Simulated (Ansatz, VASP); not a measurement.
# Two plane-wave programs on BN

```xyz
2
Lattice="0.0000 1.7586 1.8130 1.7586 0.0000 1.8130 1.7586 1.7586 0.0000" Properties=species:S:1:pos:R:3 pbc="T T T"
B     0.0000    0.0000    0.0000
N     2.6379    2.6379    2.7195
```

Change from the starting cell: strain -0.030 along x and y, +0.000 along z, atoms carried along.

Alike in both runs: task single point; functional PBE; k mesh 12 × 12 × 12; occupations gaussian, width 0.05 eV; no spin polarisation.

|  | VASP | Ansatz |
| --- | --- | --- |
| version | VASP 6.6.1 | Ansatz 0.2.0 |
| potentials or method | VASP PAW PBE potentials, release 64 (B, N), cutoff 520 eV | scalar-relativistic, plane waves, PAW |
| valence electrons in the cell | 8 | 8 |

VASP gave:

```
gap on the k mesh at the Fermi level (eV)                     : 4.22
least direct gap on the mesh (eV)                             : 8.89
pressure (GPa)                                                : 25.2
traceless stress, the component that is largest in VASP (GPa) : -13.68
```

Q: Estimate Ansatz's values.

A: gap on the k mesh at the Fermi level (eV): 4.23; least direct gap on the mesh (eV): 8.90; pressure (GPa): 24.8; traceless stress, the component that is largest in VASP (GPa): -13.68.
